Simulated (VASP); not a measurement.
# Mg3CO3 in VASP: a series of runs, part 2 of 2

VASP 6.6.1. The steps go on from the part before.

**3. Single point, PBE, collinear spin**

Contents of INCAR:

```
ALGO = Normal
DIPOL = 0.5 0.5 0.336
EDIFF = 1E-6
ENCUT = 520
GGA = PE
IDIPOL = 3
ISIF = 2
ISMEAR = 0
ISPIN = 2
LASPH = T
LCHARG = F
LDIPOL = T
LORBIT = 11
LREAL = F
LWAVE = F
MAGMOM = 0 0 0 0 0 0 2
NBANDS = 27
NELM = 150
PREC = Accurate
SIGMA = 0.05
```

Contents of KPOINTS:

```
k-points
0
Gamma
  9 9 1
```

Contents of POSCAR:

```
Mg3CO3
1.0
    3.0085896345      0.0000000000      0.0000000000
   -1.5042948172      2.6055150530      0.0000000000
    0.0000000000      0.0000000000     23.0789991983
O Mg C
3 3 1
Direct
    0.3333333333      0.6666666667      0.1733177408
    0.0000000000      0.0000000000      0.2797566348
    0.6666666667      0.3333333333      0.3878522578
    0.6666666667      0.3333333333      0.2265371878
    0.3333333333      0.6666666667      0.3281901435
    0.0000000000      0.0000000000      0.4367173425
    0.3333333333     -0.3333333333      0.5220763299
```

Potentials or basis: VASP PAW PBE potentials, release 64 (O, Mg, C).

On the command line:

```sh
cat potpaw_PBE.64/O/POTCAR potpaw_PBE.64/Mg/POTCAR potpaw_PBE.64/C/POTCAR > POTCAR
mpirun -np 1 vasp_std > vasp.out
```

OUTCAR:

```text
EDIFF = 1E-6
   ENCUT = 520
   GGA = PE
   ISIF = 2
   ISMEAR = 0
   ISPIN = 2
   LASPH = T
   LORBIT = 11
   LREAL = F
   NELM = 150
   PREC = Accurate

 ion  position               nearest neighbor table
   1  0.333  0.667  0.173-   4 2.13   4 2.13   4 2.13
   2  0.000  0.000  0.280-   5 2.07   5 2.07   5 2.07   4 2.13   4 2.13   4 2.13
   3  0.667  0.333  0.388-   6 2.07   6 2.07   6 2.07   5 2.22   5 2.22   5 2.22
   4  0.667  0.333  0.227-   1 2.13   2 2.13   1 2.13   2 2.13   2 2.13   1 2.13   5 2.92   5 2.92
                             5 2.92
   5  0.333  0.667  0.328-   2 2.07   2 2.07   2 2.07   3 2.22   3 2.22   3 2.22   4 2.92   4 2.92
                             4 2.92   6 3.05   6 3.05   6 3.05
   6  0.000  0.000  0.437-   3 2.07   3 2.07   3 2.07   7 2.63   7 2.63   7 2.63   5 3.05   5 3.05
                             5 3.05
   7  0.333  0.667  0.522-   6 2.63   6 2.63   6 2.63

  LATTYP: Found a hexagonal cell.
 ALAT       =     3.0085896345
 C/A-ratio  =     7.6710359345

  Lattice vectors:

 A1 = (   3.0085896345,   0.0000000000,   0.0000000000)
 A2 = (  -1.5042948172,   2.6055150530,   0.0000000000)
 A3 = (   0.0000000000,   0.0000000000,  23.0789991983)

Analysis of symmetry for initial positions (statically):
=====================================================================
 Subroutine PRICEL returns:
 Original cell was already a primitive cell.

 Routine SETGRP: Setting up the symmetry group for a
 hexagonal supercell.

 Subroutine GETGRP returns: Found  6 space group operations
 (whereof  6 operations were pure point group operations)
 out of a pool of 24 trial point group operations.

The static configuration has the point symmetry C_3v.

Analysis of symmetry for dynamics (positions and initial velocities):
=====================================================================
[... 190 lines left out ...]
      6      -7.6811      1.00000
[... 337 lines left out ...]
     25       8.0022      0.00000
     26       9.2557      0.00000
 Fermi energy:        -3.4855149233

 spin component 2

 k-point     1 :       0.0000    0.0000    0.0000
  band No.  band energies     occupation
      1     -22.8175      1.00000
      2     -21.9909      1.00000
      3     -19.1861      1.00000
      4     -12.9998      1.00000
      5      -9.5657      1.00000
      6      -7.5479      1.00000
[... 337 lines left out ...]
     25       8.0098      0.00000
     26       9.5391      0.00000
 [bands above 26 left out]

------------------------ aborting loop because EDIFF is reached ----------------------------------------

 vacuum level on the upper side and lower side of the slab       (xc-potential included)        -1.580         1.651

  FORCE on cell =-STRESS in cart. coord.  units (eV):
  Direction    XX          YY          ZZ          XY          YZ          ZX
  --------------------------------------------------------------------------------------
  -------------------------------------------------------------------------------------
  Total       -2.0255971     -2.0255971     -2.8311378     -0.0000000     -0.0000000     -0.0000000
  in kB      -17.9386652    -17.9386652    -25.0725253     -0.0000000     -0.0000000     -0.0000000
  external PRESSURE =     -20.3166186 kB  Pullay stress =       0.0000000 kB

 VOLUME and BASIS-vectors are now :
 -----------------------------------------------------------------------------
  energy-cutoff  :      520.00
  volume of cell :      180.91
      direct lattice vectors                 reciprocal lattice vectors
     3.008589634  0.000000000  0.000000000     0.332381654  0.191900638  0.000000000
    -1.504294817  2.605515053  0.000000000     0.000000000  0.383801275  0.000000000
     0.000000000  0.000000000 23.078999198     0.000000000  0.000000000  0.043329435

 POSITION                                       TOTAL-FORCE (eV/Angst)
 -----------------------------------------------------------------------------------
     -0.00000      1.73701      4.00000         0.000000     -0.000000      1.387900
      0.00000      0.00000      6.45650        -0.000000     -0.000000      1.166641
      1.50429      0.86851      8.95124         0.000000      0.000000      0.025238
      1.50429      0.86851      5.22825        -0.000000     -0.000000     -2.645155
     -0.00000      1.73701      7.57430        -0.000000      0.000000      0.269642
      0.00000      0.00000     10.07900        -0.000000     -0.000000      0.933429
     -0.00000      1.73701     12.04900        -0.000000     -0.000000     -1.137696
 -----------------------------------------------------------------------------------
    total drift:                                0.000000      0.000000      0.002365

  FREE ENERGIE OF THE ION-ELECTRON SYSTEM (eV)
  ---------------------------------------------------
  free  energy   TOTEN  =       -34.7798051786 eV

  energy  without entropy=      -34.7731379055  energy(sigma->0) =      -34.77647154

 vacuum level on the upper side and lower side of the slab         3.237         6.498

 total charge

# of ion       s       p       d       tot
------------------------------------------
    1        1.594   3.218   0.000   4.812
    2        1.546   3.557   0.000   5.103
    3        1.548   3.523   0.000   5.071
    4        0.150   0.167   0.069   0.386
    5        0.148   0.171   0.074   0.393
    6        0.160   0.156   0.057   0.372
    7        1.014   0.989   0.000   2.003
--------------------------------------------------
tot          6.159  11.781   0.199  18.140

 magnetization (x)

# of ion       s       p       d       tot
------------------------------------------
    1        0.000   0.000   0.000   0.000
    2       -0.000   0.001   0.000   0.001
    3       -0.000   0.020   0.000   0.020
    4       -0.000  -0.000   0.000  -0.000
    5       -0.000   0.000   0.000   0.000
    6        0.001   0.011   0.006   0.018
    7        0.037   0.423   0.000   0.460
--------------------------------------------------
tot          0.038   0.456   0.006   0.500
```

OSZICAR:

```text
N       E                     dE             d eps       ncg     rms          rms(c)
DAV:   1     0.185502051531E+03    0.18550E+03   -0.11320E+04  1312   0.830E+02
DAV:   2    -0.179349270040E+02   -0.20344E+03   -0.19303E+03  1835   0.202E+02
DAV:   3    -0.412458260504E+02   -0.23311E+02   -0.23036E+02  1599   0.718E+01
[... 44 lines left out ...]
DAV:  48    -0.347797885554E+02   -0.82077E-04   -0.17292E-05  1432   0.171E-02    0.267E-02
DAV:  49    -0.347797833611E+02    0.51943E-05   -0.67202E-06  1472   0.131E-02    0.224E-02
DAV:  50    -0.347797983477E+02   -0.14987E-04   -0.43093E-06  1408   0.944E-03    0.133E-02
DAV:  51    -0.347798056088E+02   -0.72611E-05   -0.19188E-06  1467   0.698E-03    0.141E-02
DAV:  52    -0.347798051786E+02    0.43016E-06   -0.14000E-06  1337   0.537E-03
   1 F= -.34779805E+02 E0= -.34776472E+02  d E =-.666727E-02  mag=     1.0256
```

Run time: 13 min. Hardware: 1 thread of Oxide Virtual Turin-like, shared host; peak memory 0.41 GiB.

What came out:

```yaml
Free_energy: -34.7798 eV
Largest_force: 2.645 eV/Å
Net_moment: 1.03 μB per cell
Site_moments: O +0.00, +0.02 (each value once); Mg -0.00, +0.00, +0.02; C +0.46 μB
Valence_electrons_inside_the_program's_atomic_spheres: O 4.81, 5.10, 5.07; Mg 0.39, 0.37 (each value once); C 2.00
```

Forces on the atoms (eV/Å):
```
O    0.000  0.000  1.388
O    0.000  0.000  1.167
O    0.000  0.000  0.025
Mg   0.000  0.000 -2.645
Mg   0.000  0.000  0.270
Mg   0.000  0.000  0.933
C    0.000  0.000 -1.138
```

Levels at points of the mesh, in eV from the Fermi level:
Spin up:
```tsv
k point	band 12	band 13	band 14	band 15	band 16	band 17	band 18	band 19
(0.00, 0.00, 0.00)	-0.61	0.42	0.42	2.29	2.29	2.58	4.65	6.11
```
Spin down:
```csv
k point,band 9,band 10,band 11,band 12,band 13,band 14,band 15,band 16,band 17,band 18
"(0.00, 0.00, 0.00)",-2.40,-2.40,-1.04,-0.48,0.42,0.42,2.91,3.13,3.13,4.75
```

Caveat: a moment this small can come from the mesh or the smearing.

**4. Single point, PBE, collinear spin**

Contents of INCAR:

```
ALGO     = Normal         # electronic algorithm
DIPOL    = 0.5 0.5 0.341
EDIFF    = 1E-6           # SCF threshold, eV
ENCUT    = 520            # plane-wave cutoff, eV
GGA      = PE             # functional
IDIPOL   = 3            
ISIF     = 2              # what is computed and relaxed
ISMEAR   = 0              # smearing method
ISPIN    = 2              # spin polarisation
LASPH    = T              # aspherical terms in the spheres
LCHARG   = T              # write CHGCAR
LDIPOL   = T            
LELF     = T              # ELF
LORBIT   = 11             # projections on sites
LREAL    = F              # projectors in reciprocal space
LVACPOTAV= T            
LVHAR    = T            
LWAVE    = F              # write WAVECAR
MAGMOM   = 0 0 0 0 0 0 2  # initial moments
NBANDS   = 27             # bands
NELM     = 150            # most SCF steps
PREC     = Accurate       # precision mode
SIGMA    = 0.05           # smearing width, eV
```

KPOINTS is that of step 3.

POSCAR, as its differences from that of step 3:

```diff
@@ -14,2 +14,2 @@
     0.0000000000      0.0000000000      0.4367173425
-    0.3333333333     -0.3333333333      0.5220763299
+    0.3333333333     -0.3333333333      0.5550067006
```

On the command line:

```sh
cat potpaw_PBE.64/O/POTCAR potpaw_PBE.64/Mg/POTCAR potpaw_PBE.64/C/POTCAR > POTCAR
mpirun -np 1 vasp_std > vasp.out
```

It took 8.5 min on 1 thread of Oxide Virtual Turin-like, shared host; peak memory 0.4 GiB.

Results (log left out):

```yaml
Free_energy: -33.7380 eV
Largest_force: 2.980 eV/Å
Net_moment: 0.76 μB per cell
Site_moments: O -0.00, -0.01 (each value once); Mg +0.00, -0.00 (each value once); C +0.37 μB
Valence_electrons_inside_the_program's_atomic_spheres: O 4.81, 5.10, 5.07; Mg 0.39, 0.36 (each value once); C 1.95
```

Forces on the atoms (eV/Å):
```
O    0.000  0.000  1.567
O    0.000  0.000  1.509
O    0.000  0.000  0.294
Mg   0.000  0.000 -2.980
Mg   0.000  0.000 -0.093
Mg   0.000  0.000  1.103
C    0.000  0.000 -1.400
```

Levels at points of the mesh, in eV from the Fermi level:
Spin up:
```tsv
k point	band 12	band 13	band 14	band 15	band 16	band 17	band 18	band 19
(0.00, 0.00, 0.00)	-0.77	0.41	0.41	0.61	2.44	2.44	3.47	4.64
```
Spin down:
```tsv
k point	band 10	band 11	band 12	band 13	band 14	band 15	band 16	band 17	band 18	band 19
(0.00, 0.00, 0.00)	-2.83	-1.92	-0.70	0.41	0.41	1.30	3.06	3.06	3.60	4.69
```

Caveat: a moment this small can come from the mesh or the smearing.

**5. Single point, PBE, collinear spin**

Contents of INCAR:

```
SYSTEM = Mg3CO3
  PREC = Accurate
  ENCUT = 520
  EDIFF = 1E-6
  ISMEAR = 0
  SIGMA = 0.05
  LREAL = .False.
  LASPH = .True.
  NELM = 150
  ALGO = Normal
  ISIF = 2
  LWAVE = .False.
  LCHARG = .False.
  ISPIN = 2
  MAGMOM = 0 0 0 0 0 0 2
  LORBIT = 11
  LDIPOL = .True.
  IDIPOL = 3
  DIPOL = 0.5 0.5 0.348
  GGA = PE
  NBANDS = 27
```

Contents of KPOINTS:

```
Automatic mesh
0
Gamma
  9 9 1
  0 0 0
```

POSCAR, as its differences from that of step 4:

```diff
@@ -14,2 +14,2 @@
     0.0000000000      0.0000000000      0.4367173425
-    0.3333333333     -0.3333333333      0.5550067006
+    0.3333333333     -0.3333333333      0.6070020228
```

On the command line:

```sh
cat potpaw_PBE.64/O/POTCAR potpaw_PBE.64/Mg/POTCAR potpaw_PBE.64/C/POTCAR > POTCAR
mpirun -np 1 vasp_std > vasp.out
```

Wall time 19 min (1 thread of Oxide Virtual Turin-like, shared host); peak memory 0.41 GiB.

Results (log left out):

* Free energy: -32.7166 eV
* Largest force: 2.901 eV/Å
* Net moment: 0.86 μB per cell
* Site moments: O +0.00, -0.01 (each value once); Mg -0.00, +0.00, -0.01; C +0.45 μB
* Valence electrons inside the program's atomic spheres: O 4.81, 5.10, 5.07; Mg 0.39, 0.37 (each value once); C 1.94

Forces on the atoms (eV/Å):
```
O    0.000  0.000  1.524
O    0.000  0.000  1.429
O    0.000  0.000  0.104
Mg   0.000  0.000 -2.901
Mg   0.000  0.000 -0.057
Mg   0.000  0.000  0.213
C    0.000  0.000 -0.312
```

Levels at points of the mesh, in eV from the Fermi level:
Spin up:
```csv
k point,band 10,band 11,band 12,band 13,band 14,band 15,band 16,band 17,band 18,band 19
"(0.00, 0.00, 0.00)",-2.73,-2.13,-1.01,-0.53,0.41,0.41,2.43,2.43,2.90,4.50
```
Spin down:
```csv
k point,band 9,band 10,band 11,band 12,band 13,band 14,band 15,band 16,band 17,band 18
"(0.00, 0.00, 0.00)",-2.73,-2.73,-2.00,-0.66,0.41,0.41,0.66,2.96,3.18,3.18
```

Caveat: a moment this small can come from the mesh or the smearing.

**6. Summary**

| cell | gap on the mesh (eV) | moment (μB) | largest force (eV/Å) |
| --- | --- | --- | --- |
| as given, atomic positions A | none | 1.29 | 2.36 |
| as given, atomic positions B | none | 1.03 | 2.65 |
| as given, atomic positions C | none | 0.76 | 2.98 |
| as given, atomic positions D | none | 0.86 | 2.90 |

Alike in all rows: task single point; level PBE; potentials or basis VASP PAW PBE potentials, release 64 (O, Mg, C); spin collinear; k mesh 9 × 9 × 1; cutoff (eV) 520; smearing gaussian 0.05 eV.

Caveats: a moment this small can come from the mesh or the smearing.

Total energies depend on the potentials used, so only differences within one code and one set of settings carry meaning.
